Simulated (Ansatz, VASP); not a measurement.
SnO2 in VASP and in Ansatz

```xyz
6
Lattice="4.7380 0.0000 0.0000 0.0000 4.7380 0.0000 0.0000 0.0000 3.1865" Properties=species:S:1:pos:R:3 pbc="T T T"
Sn    0.0000    0.0000    0.0000
Sn    2.3690    2.3690    1.5933
O     1.4550    1.4550    0.0000
O     0.9140    3.8240    1.5933
O     3.2830    3.2830    0.0000
O     3.8240    0.9140    1.5933
```

Alike in both runs: task single point; functional PBEsol; dispersion D4; k mesh 2 × 2 × 4; no spin polarisation.

```csv
,VASP,Ansatz
version,VASP 6.6.1,Ansatz 0.2.0
potentials or method,"VASP PAW PBE potentials, release 64 (Sn_d, O), cutoff 520 eV","plane waves, PAW"
occupations,"gaussian, width 0.01 eV",fixed
valence electrons in the cell,52,52
```

Ansatz gave:

* pressure (GPa): 2.4
* traceless stress, the component that is largest in VASP (GPa): 1.05
* rms of the force components (eV/Å): 0.087

**Question.** Which values does VASP return?

**Answer.** Pressure (GPa): 3.1; traceless stress, the component that is largest in VASP (GPa): 1.31; rms of the force components (eV/Å): 0.096.

VASP's potentials were made for PBE, not for PBEsol. Atom by atom the forces differ by 0.009 eV/Å (rms over components).

The k mesh is coarse, so the values compare programs but aren't converged.
